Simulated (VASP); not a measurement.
## AgI: single point with revPBE

Crystal: AgI.

```
Ag I
1.0
     0.00000    3.28210    3.28210
     3.28210    0.00000    3.28210
     3.28210    3.28210    0.00000
Ag I
1 1
Direct
  0.00000 0.00000 0.00000
  0.75000 0.75000 0.75000
```

```yaml
Program: VASP 6.6.1
Task: single point
Functional: revPBE
Potentials_or_basis: VASP PAW PBE potentials, release 64 (Ag, I)
Cutoff: 500 eV
k_mesh: 4 × 4 × 4
Occupations: gaussian, width 0.1 eV
Spin: no spin polarisation
```

```yaml
Pressure: 2.2 GPa
Band_gap_on_the_k_mesh: 1.49 eV, direct
```

Levels at points of the mesh, in eV from the valence-band top:
```csv
k point,band 7,band 8,band 9,band 10,band 11,band 12
"(0.00, 0.00, 0.00)",0.00,0.00,0.00,1.49,5.86,5.86
"(0.50, 0.00, 0.00)",-2.79,-0.67,-0.67,2.88,6.34,6.34
"(0.50, 0.50, 0.00)",-2.47,-1.67,-1.67,3.86,3.93,8.59
```

Wall time 13 s on 1 thread of Intel Xeon 8259CL, on a shared host, peak memory 0.2 GiB.

Caveat: the PAW data sets were made with another functional, which shifts forces and pressure a little; spin-orbit coupling is left out, which moves the levels of the heavy elements. revPBE gaps usually lie below the measured ones, often by a third to a half.
